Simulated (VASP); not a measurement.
# Bi in VASP: a series of runs

Bi is run at these levels: PBE; tasks: electric field gradients.

Program: VASP 6.6.1. These are calculated values, not measurements. Logs are shortened: lines on timing, memory, paths and dates and some standing lists are left out, and cuts for length are marked.

## 1. The cell of the first run

The typed cell holds 2 atoms: a = 4.855 Å, b = 4.704 Å, c = 4.680 Å, α = 57.13°, β = 57.74°, γ = 56.78°.

## 2. Electric field gradients, PBE (equal xy, yz and zx shear strains of +3 %)

File INCAR:

```
  ALGO = Normal
  EDIFF = 1E-8
  ENCUT = 520
  GGA = PE
  ISIF = 2
  ISMEAR = -1
  KPAR = 4
  LASPH = T
  LCHARG = F
  LEFG = T
  LREAL = F
  LWAVE = F
  NBANDS = 22
  NELM = 60
  PREC = Accurate
  SIGMA = 0.03
```

File KPOINTS:

```
k-points
0
Gamma
  11 11 11
```

File POSCAR:

```
Bi
1.0
    2.3519944330      1.4057219714      4.0077797498
   -2.1940049238      1.3375319810      3.9395897595
    0.0199404907     -2.5653239523      3.9146304907
Bi
2
Direct
    0.2338900000      0.2338900000      0.2338900000
    0.7661100000      0.7661100000      0.7661100000
```

Potentials or basis: VASP PAW PBE potentials, release 64 (Bi_d).

Command:

```
$ cat potpaw_PBE.64/Bi_d/POTCAR > POTCAR
$ mpirun -np 4 vasp_std > vasp.out
```

OUTCAR:

```text
EDIFF = 1E-8
   ENCUT = 520
   GGA = PE
   ISIF = 2
   ISMEAR = -1
   LASPH = T
   LREAL = F
   NELM = 60
   PREC = Accurate

 ion  position               nearest neighbor table
   1  0.234  0.234  0.234-   2 3.04   2 3.06   2 3.11   2 3.48   2 3.52   2 3.58
   2  0.766  0.766  0.766-   1 3.04   1 3.06   1 3.11   1 3.48   1 3.52   1 3.58

  LATTYP: Found a triclinic cell.
 ALAT       =     4.4871440471
 B/A-ratio  =     1.0133443553
 C/A-ratio  =     1.0430562468
 COS(alpha) =     0.0085829278
 COS(beta)  =     0.4741846737
 COS(gamma) =     0.4801591939

  Lattice vectors:

 A1 = (   2.2139454145,  -3.9028559333,  -0.0249592688)
 A2 = (   4.5459993568,   0.0681899904,   0.0681899903)
 A3 = (   0.0199404907,  -2.5653239523,   3.9146304907)

Analysis of symmetry for initial positions (statically):
=====================================================================
 Subroutine PRICEL returns:
 Original cell was already a primitive cell.

 Routine SETGRP: Setting up the symmetry group for a
 triclinic supercell.

 Subroutine GETGRP returns: Found  2 space group operations
 (whereof  2 operations were pure point group operations)
 out of a pool of  2 trial point group operations.

The static configuration has the point symmetry S_2 .

Analysis of symmetry for dynamics (positions and initial velocities):
=====================================================================
 Subroutine PRICEL returns:
 Original cell was already a primitive cell.

 Routine SETGRP: Setting up the symmetry group for a
 triclinic supercell.

 Subroutine GETGRP returns: Found  2 space group operations
 (whereof  2 operations were pure point group operations)
 out of a pool of  2 trial point group operations.

The dynamic configuration has the point symmetry S_2 .

 Subroutine INISYM returns: Found  2 space group operations
 (whereof  2 operations are pure point group operations),
 and found     1 'primitive' translations

----------------------------------------------------------------------------------------

                                     Primitive cell

  volume of cell :      70.7189

  direct lattice vectors                    reciprocal lattice vectors
     2.351994433  1.405721971  4.007779750     0.216947089  0.122559477  0.079210217
    -2.194004924  1.337531981  3.939589760    -0.223195317  0.129064045  0.085714785
     0.019940491 -2.565323952  3.914630491     0.002509007 -0.255362743  0.088095622

  length of vectors
     4.854918186  4.703511122  4.680343629     0.261459602  0.271699653  0.270143044

  position of ions in fractional coordinates (direct lattice)
     0.233890000  0.233890000  0.233890000
     0.766110000  0.766110000  0.766110000

  ion indices of the primitive-cell ions
   primitive index   ion index
                 1           1
                 2           2

----------------------------------------------------------------------------------------

 KPOINTS: k-points

Automatic generation of k-mesh.
 Grid dimensions read from file:
 generate k-points for:   11   11   11

 Generating k-lattice:

  Cartesian coordinates                     Fractional coordinates (reciprocal lattice)
     0.019722463  0.011141771  0.007200929     0.090909091  0.000000000 -0.000000000
    -0.020290483  0.011733095  0.007792253     0.000000000  0.090909091  0.000000000
     0.000228092 -0.023214795  0.008008693     0.000000000  0.000000000  0.090909091

  Length of vectors
     0.023769055  0.024699968  0.024558459

  Shift w.r.t. Gamma in fractional coordinates (k-lattice)
     0.000000000  0.000000000  0.000000000

 Subroutine IBZKPT returns following result:
 ===========================================

 Found    666 irreducible k-points:

 Following reciprocal coordinates:
            Coordinates               Weight
  0.000000  0.000000  0.000000      1.000000
  0.090909  0.000000  0.000000      2.000000
  0.181818  0.000000  0.000000      2.000000
  0.272727 -0.000000 -0.000000      2.000000
  0.363636  0.000000 -0.000000      2.000000
  0.454545 -0.000000  0.000000      2.000000
[... 16 lines left out ...]
  0.454545  0.181818  0.000000      2.000000
 -0.454545  0.181818  0.000000      2.000000
 [... further k-points ...]
   k-points           NKPTS =    666   k-points in BZ     NKDIM =    666   number of bands    NBANDS=     22
   number of dos      NEDOS =    301   number of ions     NIONS =      2
   total plane-waves  NPLWV =  46656
   dimension x,y,z NGX =    36 NGY =   36 NGZ =   36
   dimension x,y,z NGXF=    72 NGYF=   72 NGZF=   72
   ions per type =               2
   NGX,Y,Z   is equivalent  to a cutoff of  12.33, 12.72, 12.79 a.u.
   NGXF,Y,Z  is equivalent  to a cutoff of  24.65, 25.45, 25.57 a.u.
 SYSTEM =  unknown system
   PREC   = accura    normal or accurate (medium, high low for compatibility)
   ISTART =      0    job   : 0-new  1-cont  2-samecut
   ICHARG =      2    charge: 1-file 2-atom 10-const
   ISPIN  =      1    spin polarized calculation?
   LNONCOLLINEAR =      F non collinear calculations
   LSORBIT =      F    spin-orbit coupling
   LASPH  =      T    aspherical Exc in radial PAW
   ENCUT  =  520.0 eV  38.22 Ry    6.18 a.u.   9.03  8.75  8.70*2*pi/ulx,y,z
   NELM   =     60;   NELMIN=  2; NELMDL= -5     # of ELM steps
   EDIFF  = 0.1E-07   stopping-criterion for ELM
   LREAL  =      F    real-space projection
   EDIFFG = 0.1E-06   stopping-criterion for IOM
   NSW    =      0    number of steps for IOM
   IBRION =     -1    ionic relax: 0-MD 1-quasi-New 2-CG
   NFREE  =      0    steps in history (QN), initial steepest desc. (CG)
   ISIF   =      2    stress and relaxation
   ISYM   =      2    0-nonsym 1-usesym 2-fastsym
   POTIM  = 0.5000    time-step for ionic-motion
   TEBEG  =    0.0;   TEEND  =   0.0 temperature during run
   PSTRESS=    0.0 pullay stress
   NELECT =      30.0000    total number of electrons
   NUPDOWN=      -1.0000    fix difference up-down
   EMIN   =  10.00;   EMAX   =-10.00  energy-range for DOS
   EFERMI =   0.00;   METHOD = LEGACY
   ISMEAR =    -1;   SIGMA  =   0.03  broadening in eV -4-tet -1-fermi 0-gaus
   EFERMI_NEDOS =   21; number of points for ismear=-14 and -15
   IALGO  =     38    algorithm
   IMIX   =      4    mixing-type and parameters
     AMIX     =   0.40;   BMIX     =  1.00
     AMIX_MAG =   1.60;   BMIX_MAG =  1.00
  volume/ion in A,a.u.               =      35.36       238.62
  Fermi-wavevector in a.u.,A,eV,Ry     =   1.230089  2.324532 20.587246  1.513120
  Thomas-Fermi vector in A             =   2.364951
   LORBIT       =      0    0 simple, 1 ext, 2 COOP (PROOUT), +10 PAW based schemes
   GGA     = PE    functional components
   LHFCALC =     F    Hartree Fock is set to
   AEXX    =    0.0000 exact exchange contribution
   IVDW    =     0    specifies the selected vdW correction
   LEPSILON=     F    determine dielectric tensor
   LRPA    =     F    only Hartree local field effects (RPA)
 non-spin polarized calculation
  energy-cutoff  :      520.00
  volume of cell :       70.72
 maximum number of plane-waves:      1928
   NGX = 19   NGY = 17   NGZ = 17

 number of electron      30.0000005 magnetization

 Free energy of the ion-electron system (eV)
  ---------------------------------------------------
  ext. energy  EPLUGINS =         0.00000000
  ---------------------------------------------------
  free energy    TOTEN  =        -7.74535466 eV

  energy without entropy =       -7.74482903  energy(sigma->0) =       -7.74509185

 E-fermi :   6.2803     XC(G=0):  -9.5065

 val. band max:        6.2633327086   @ k =   0.2727   0.1818   0.2727
 cond. band min:       6.3297938157   @ k =   0.0909   0.4545   0.0909
 fundamental gap:      0.0664611072
 Fermi energy:         6.2803064168

 k-point     1 :       0.0000    0.0000    0.0000
  band No.  band energies     occupation
      1     -16.6528      2.00000
      2     -16.6276      2.00000
      3     -16.4957      2.00000
      4     -16.4881      2.00000
      5     -16.4733      2.00000
      6     -16.3110      2.00000
[... 14 lines left out ...]
     21      12.2762      0.00000
     22      12.3260      0.00000
[... 552 lines left out ...]
  band No.  band energies     occupation
      1     -16.5728      2.00000
      2     -16.4770      2.00000
      3     -16.4482      2.00000
      4     -16.4324      2.00000
      5     -16.4153      2.00000
      6     -16.3709      2.00000
[... 14 lines left out ...]
     21      14.7151      0.00000
     22      15.6193      0.00000

 [... further k-points ...]

------------------------ aborting loop because EDIFF is reached ----------------------------------------

  FORCE on cell =-STRESS in cart. coord.  units (eV):
  Direction    XX          YY          ZZ          XY          YZ          ZX
  --------------------------------------------------------------------------------------
  -------------------------------------------------------------------------------------
  Total        1.0944224      0.4573399      0.8288841     -0.0879672     -0.5973177     -0.2913158
  in kB       24.7947560     10.3612937     18.7788354     -1.9929459    -13.5325690     -6.5999233
  external PRESSURE =      17.9782951 kB  Pullay stress =       0.0000000 kB

 VOLUME and BASIS-vectors are now :
 -----------------------------------------------------------------------------
  energy-cutoff  :      520.00
  volume of cell :       70.72
      direct lattice vectors                 reciprocal lattice vectors
     2.351994433  1.405721971  4.007779750     0.216947089  0.122559477  0.079210217
    -2.194004924  1.337531981  3.939589760    -0.223195317  0.129064045  0.085714785
     0.019940491 -2.565323952  3.914630491     0.002509007 -0.255362743  0.088095622

 POSITION                                       TOTAL-FORCE (eV/Angst)
 -----------------------------------------------------------------------------------
      0.04162      0.04162      2.77440        -0.088394     -0.179109      0.196799
      0.13631      0.13631      9.08760         0.088394      0.179109     -0.196799
 -----------------------------------------------------------------------------------
    total drift:                                0.000000     -0.000000      0.000000

  FREE ENERGIE OF THE ION-ELECTRON SYSTEM (eV)
  ---------------------------------------------------
  free  energy   TOTEN  =        -7.7453546629 eV

  energy  without entropy=       -7.7448290339  energy(sigma->0) =       -7.74509185

 Electric field gradients (V/A^2)
---------------------------------------------------------------------
 ion       V_xx      V_yy      V_zz      V_xy      V_xz      V_yz
---------------------------------------------------------------------
   1       1.788    31.822   -33.609    11.885    21.744    39.513
   2       1.788    31.822   -33.609    11.885    21.744    39.513
---------------------------------------------------------------------

 Electric field gradients after diagonalization (V/A^2)
 (convention: |V_zz| > |V_xx| > |V_yy|)
----------------------------------------------------------------------
 ion       V_xx      V_yy      V_zz     asymmetry (V_yy - V_xx)/ V_zz
----------------------------------------------------------------------
   1     -56.137    -1.671    57.808       0.942
   2     -56.137    -1.671    57.808       0.942
----------------------------------------------------------------------

           NMR quadrupolar parameters

 Cq : quadrupolar parameter    Cq=e*Q*V_zz/h
 eta: asymmetry parameters     (V_yy - V_xx)/ V_zz
 Q  : nuclear electric quadrupole moment in mb (millibarn)
----------------------------------------------------------------------
 ion       Cq(MHz)       eta       Q (mb)
----------------------------------------------------------------------
   1       0.140       0.942       1.000
   2       0.140       0.942       1.000
----------------------------------------------------------------------
```

It took 4.4 min on 4 MPI ranks of Intel Xeon Platinum 8375C at 2.90GHz (Ice Lake), shared host; peak memory 0.82 GiB.

What came out:

| Item | Value |
| --- | --- |
| Free energy | -7.7454 eV |
| Pressure | 1.8 GPa |
| Largest force | 0.280 eV/Å |
| Band gap on the k mesh | zero (bands 15 and 16 overlap by 0.27 eV) |
| Largest electric field gradient by atom | Bi +57.8 V/Å² |

Forces on the atoms (eV/Å):
```
Bi  -0.088 -0.179  0.197
Bi   0.088  0.179 -0.197
```

Stress tensor (GPa, compression positive):
```
 2.48 -0.20 -0.66
-0.20  1.04 -1.35
-0.66 -1.35  1.88
```

Electric field gradients, principal values (V/Å²):
| atom | least | middle | greatest (by size) |
| --- | --- | --- | --- |
| 1 Bi | -1.671 | -56.137 | 57.808 |
| 2 Bi | -1.671 | -56.137 | 57.808 |

Caveat: the cell differs from its parent crystal (equal xy, yz and zx shear strains of +3 %); without QUAD_EFG the Cq values of the log hold for a quadrupole moment of 1 mb, not for the nuclei; spin-orbit coupling is left out, which moves the levels of the heavy elements.

## 3. Electric field gradients, PBE (equal xx and yy strain of +1 %)

File INCAR:

```
SYSTEM = Bi
  PREC = Accurate
  ENCUT = 520
  EDIFF = 1E-8
  ISMEAR = -1
  SIGMA = 0.03
  LREAL = .False.
  LASPH = .True.
  NELM = 80
  ALGO = Normal
  ISIF = 2
  LWAVE = .False.
  LCHARG = .False.
  GGA = PE
  LEFG = .True.
  NBANDS = 22
```

File KPOINTS:

```
Automatic mesh
0
Gamma
  11 11 11
  0 0 0
```

File POSCAR:

```
Bi
1.0
    2.2957296752      1.3254401460      3.9540000000
   -2.2957296752      1.3254401460      3.9540000000
    0.0000000000     -2.6508802918      3.9540000000
Bi
2
Direct
    0.2338900000      0.2338900000      0.2338900000
    0.7661100000      0.7661100000      0.7661100000
```

Potentials or basis: VASP PAW PBE potentials, release 64 (Bi_d).

Command:

```
$ cat potpaw_PBE.64/Bi_d/POTCAR > POTCAR
$ mpirun -np 1 vasp_std > vasp.out
```

OUTCAR:

```text
SYSTEM = Bi
   PREC = Accurate
   ENCUT = 520
   EDIFF = 1E-8
   ISMEAR = -1
   LREAL = .False.
   LASPH = .True.
   NELM = 80
   ISIF = 2
   GGA = PE

 ion  position               nearest neighbor table
   1  0.234  0.234  0.234-   2 3.09   2 3.09   2 3.09   2 3.55   2 3.55   2 3.55
   2  0.766  0.766  0.766-   1 3.09   1 3.09   1 3.09   1 3.55   1 3.55   1 3.55

  LATTYP: Found a trigonal (rhomboedric) cell.
 ALAT       =     4.7603867828
 COS(alpha) =     0.5348564422

  Lattice vectors:

 A1 = (   2.2957296752,   1.3254401460,   3.9540000000)
[... 813 lines left out ...]
  free  energy   TOTEN  =        -7.7707880875 eV

  energy  without entropy=       -7.7701362449  energy(sigma->0) =       -7.77046217

 Electric field gradients (V/A^2)
---------------------------------------------------------------------
 ion       V_xx      V_yy      V_zz      V_xy      V_xz      V_yz
---------------------------------------------------------------------
   1      20.277    20.277   -40.555     0.000     0.000    -0.000
   2      20.277    20.277   -40.555     0.000    -0.000    -0.000
---------------------------------------------------------------------

 Electric field gradients after diagonalization (V/A^2)
 (convention: |V_zz| > |V_xx| > |V_yy|)
----------------------------------------------------------------------
 ion       V_xx      V_yy      V_zz     asymmetry (V_yy - V_xx)/ V_zz
----------------------------------------------------------------------
   1      20.277    20.277   -40.555       0.000
   2      20.277    20.277   -40.555       0.000
----------------------------------------------------------------------

           NMR quadrupolar parameters

 Cq : quadrupolar parameter    Cq=e*Q*V_zz/h
 eta: asymmetry parameters     (V_yy - V_xx)/ V_zz
 Q  : nuclear electric quadrupole moment in mb (millibarn)
----------------------------------------------------------------------
 ion       Cq(MHz)       eta       Q (mb)
----------------------------------------------------------------------
   1      -0.098       0.000       1.000
   2      -0.098       0.000       1.000
----------------------------------------------------------------------
```

Wall time 3.1 min (1 thread of Intel Xeon Platinum 8375C at 2.90GHz (Ice Lake), shared host); peak memory 0.32 GiB.

What came out:

```yaml
Free_energy: -7.7708 eV
Pressure: 0.7 GPa
Largest_force: 0.121 eV/Å
Band_gap_on_the_k_mesh: zero (bands 15 and 16 overlap by 0.04 eV)
Largest_electric_field_gradient_by_atom: Bi -40.6 V/Å²
```

Forces on the atoms (eV/Å):
```
Bi   0.000  0.000  0.121
Bi   0.000  0.000 -0.121
```

Stress tensor (GPa, compression positive):
```
0.52 0.00 0.00
0.00 0.52 0.00
0.00 0.00 1.06
```

Electric field gradients, principal values (V/Å²):
```
atom   least  middle  greatest (by size)
1 Bi  20.277  20.277             -40.555
2 Bi  20.277  20.277             -40.555
```

Caveat: the cell differs from its parent crystal (equal xx and yy strain of +1 %); without QUAD_EFG the Cq values of the log hold for a quadrupole moment of 1 mb, not for the nuclei; spin-orbit coupling is left out, which moves the levels of the heavy elements.

(Continued in part 2 of 2.)

The gap in the log of VASP goes by the Fermi energy; the results here count the filled bands.